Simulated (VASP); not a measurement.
Input of a VASP 6.6.1 run:

INCAR

```
PREC = Accurate
ENCUT = 520
EDIFF = 1E-6
ISMEAR = -1
SIGMA = 0.1
LREAL = F
LASPH = T
NELM = 80
ALGO = Normal
ISIF = 2
LWAVE = F
LCHARG = F
GGA = PE
NBANDS = 11
```

The input KPOINTS:

```
regular mesh
0
Gamma
  10 10 10
```

The input POSCAR:

```
Ba
1.0
    0.0000000000      2.7957077842      2.7957077842
    2.7957077842      0.0000000000      2.7957077842
    2.7957077842      2.7957077842      0.0000000000
Ba
1
Direct
    0.0000000000      0.0000000000      0.0000000000
```

Potentials or basis: VASP PAW PBE potentials, release 64 (Ba_sv).

Launch:

```console
$ cat potpaw_PBE.64/Ba_sv/POTCAR > POTCAR
$ mpirun -np 1 vasp_std > vasp.out
```

Predict the pressure.

5.1 GPa.

Estimate the band gap on the k mesh.

zero (band 5 reaches 3.35 eV, above the bottom of band 6 at 2.44 eV).

Caveat: spin-orbit coupling is left out, which moves the levels of the heavy elements.
